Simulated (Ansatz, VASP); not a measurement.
Two plane-wave programs on TaN

Contents of INCAR:

```
SYSTEM = TaN
  PREC = Accurate
  ENCUT = 520
  EDIFF = 1E-6
  ISMEAR = 0
  SIGMA = 0.15
  LREAL = .FALSE.
  LASPH = .TRUE.
  NELM = 100
  ALGO = Normal
  ISIF = 2
  LWAVE = .FALSE.
  LCHARG = .FALSE.
  GGA = PE
  NBANDS = 42
```

Contents of KPOINTS:

```
regular mesh
0
G
  14 14 14
  0 0 0
```

The input POSCAR:

```
TaN
1.0
    4.4172695572      0.0000000000      0.0000000000
    0.0000000000     -4.4172695572      0.0000000000
    0.0000000000      0.0000000000     -4.4172695572
Ta N
4 4
Direct
    0.5000000000      0.0000000000      0.0000000000
    0.0000000000      0.5000000000      0.0000000000
    0.0000000000      0.0000000000      0.5000000000
    0.5000000000      0.5000000000      0.5000000000
    0.0000000000      0.0000000000      0.0000000000
    0.5000000000      0.5000000000      0.0000000000
    0.5000000000      0.0000000000      0.5000000000
    0.0000000000      0.5000000000      0.5000000000
```

Input for Ansatz:

```yaml
crystal:
  lattice:
    - [4.4172695572, 0.0, 0.0]
    - [0.0, -4.4172695572, 0.0]
    - [0.0, 0.0, -4.4172695572]
  atoms:
    - { symbol: Ta, position: [0.5, 0.0, 0.0] }
    - { symbol: Ta, position: [0.0, 0.5, 0.0] }
    - { symbol: Ta, position: [0.0, 0.0, 0.5] }
    - { symbol: Ta, position: [0.5, 0.5, 0.5] }
    - { symbol: "N", position: [0.0, 0.0, 0.0] }
    - { symbol: "N", position: [0.5, 0.5, 0.0] }
    - { symbol: "N", position: [0.5, 0.0, 0.5] }
    - { symbol: "N", position: [0.0, 0.5, 0.5] }
basis:
  ecutwfc: 420
kpoints:
  mp_grid: { grid: [14, 14, 14] }
hamiltonian:
  xc: pbe
scf:
  occupations: { method: gaussian, width: 0.15 }
output:
  forces: true
  stress: true
  eigenvalues: true
  write_density: true
  write_potential: true
  elf: true
  volumetric_format: npy
```

Alike in both runs: task single point; functional PBE; k mesh 14 × 14 × 14; occupations gaussian, width 0.15 eV; no spin polarisation.

|  | VASP | Ansatz |
| --- | --- | --- |
| version | VASP 6.6.1 | Ansatz 0.2.0 |
| potentials or method | VASP PAW PBE potentials, release 64 (Ta_pv, N), cutoff 520 eV | scalar-relativistic, plane waves, PAW |
| valence electrons in the cell | 64 | 72 |

Ansatz gave:

* gap on the k mesh at the Fermi level (eV): none
* pressure (GPa): 0.0

Task: Which values does VASP return?

Result: gap on the k mesh at the Fermi level (eV): none; pressure (GPa): 0.7.

A gap of «none» marks a metal or a gap that the smearing closes. With one functional, cell and mesh, what is left measures potentials, basis and numerics. VASP's potentials hold 64 valence electrons a cell and Ansatz's 72, so a difference there can come from the potentials and not from the codes.

Spin-orbit coupling is off throughout.
